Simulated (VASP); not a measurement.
Input of a VASP 6.6.1 run:

INCAR

```
SYSTEM = Sc
PREC     = Accurate       ! precision mode
ENCUT    = 600            ! plane-wave cutoff, eV
EDIFF    = 1E-7           ! SCF threshold, eV
ISMEAR   = 0              ! smearing method
SIGMA    = 0.05           ! smearing width, eV
LREAL    = .FALSE.        ! projectors in reciprocal space
LASPH    = .TRUE.         ! aspherical terms in the spheres
NELM     = 60             ! most SCF steps
ALGO     = Normal         ! electronic algorithm
ISIF     = 3              ! what is computed and relaxed
LWAVE    = .FALSE.        ! write WAVECAR
LCHARG   = .FALSE.        ! write CHGCAR
GGA      = PS             ! functional
IBRION   = 2              ! ionic algorithm
NSW      = 80             ! ionic steps
EDIFFG   = -0.02          ! ionic threshold
```

File KPOINTS:

```
Automatic mesh
0
G
  16 16 9
  0 0 0
```

POSCAR

```
Sc
1.0
    3.3090000000      0.0000000000      0.0000000000
   -1.6545000000      2.8656780000      0.0000000000
    0.0000000000      0.0000000000      5.2733000000
Sc
2
Direct
    0.3333333333      0.6666666667      0.2500000000
    0.6666666667      0.3333333333      0.7500000000
```

Potentials or basis: VASP PAW PBE potentials, release 64 (Sc_sv).

Run with:

```console
$ cat potpaw_PBE.64/Sc_sv/POTCAR > POTCAR
$ mpirun -np 1 vasp_std > vasp.out
```

Problem. What does it give for the relaxed volume?

Solution. 23.65 Å³/atom.

Problem. Estimate the space group after relaxing (to 0.1 Å).

Solution. P6_3/mmc (No. 194).

Final structure:
```
Sc
1.0
     3.27742    0.00000    0.00000
    -1.63871    2.83833    0.00000
     0.00000    0.00000    5.08420
Sc
2
Cartesian
  0.0000 1.8922 1.2710
  1.6387 0.9461 3.8131
```

Caveat: the PAW data sets were made with another functional, which shifts forces and pressure a little.
